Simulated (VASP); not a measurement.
A run of VASP 6.6.1 is set up as follows.

INCAR

```
SYSTEM = In4Sb
ALGO     = Fast           ! electronic algorithm
EDIFF    = 1E-6           ! SCF threshold, eV
ENCUT    = 520            ! plane-wave cutoff, eV
GGA      = PE             ! functional
ISIF     = 2              ! what is computed and relaxed
ISMEAR   = 0              ! smearing method
LASPH    = .TRUE.         ! aspherical terms in the spheres
LCHARG   = .TRUE.         ! write CHGCAR
LELF     = .TRUE.         ! ELF
LREAL    = .FALSE.        ! projectors in reciprocal space
LVHAR    = .TRUE.       
LWAVE    = .FALSE.        ! write WAVECAR
NBANDS   = 36             ! bands
NELM     = 60             ! most SCF steps
PREC     = Accurate       ! precision mode
SIGMA    = 0.1            ! smearing width, eV
```

The input KPOINTS:

```
k-points
0
G
  4 4 6
  0 0 0
```

The input POSCAR:

```
In4Sb
1.0
    4.4889381440     -5.3401685389      0.0000000000
    4.4889381440      5.3401685389      0.0000000000
    0.0000000000      0.0000000000      3.2113134943
In Sb
4 1
Direct
    0.1686181072      0.1686181072      0.5000000000
    0.8313818928      0.8313818928      0.5000000000
    0.0000000000      0.5000000000      0.0000000000
    0.5000000000      0.0000000000      0.0000000000
    0.5000000000      0.5000000000      0.0000000000
```

Potentials or basis: VASP PAW PBE potentials, release 64 (In_d, Sb).

The run is started by

```sh
$ cat potpaw_PBE.64/In_d/POTCAR potpaw_PBE.64/Sb/POTCAR > POTCAR
$ mpirun -np 1 vasp_std > vasp.out
```

Problem. What does it give for the largest force?

Solution. 0.016 eV/Å.

Problem. Estimate the band gap on the k mesh.

Solution. Zero (an odd number of electrons rules out a gap without spin polarisation).

Problem. What does it give for the pressure?

Solution. -0.1 GPa.

Forces in eV/Å, atoms in the order of the input:
```
In   0.016  0.000  0.000
In  -0.016  0.000  0.000
In   0.000  0.000  0.000
In   0.000  0.000  0.000
Sb   0.000  0.000  0.000
```

Caveat: spin-orbit coupling is left out, which moves the levels of the heavy elements.
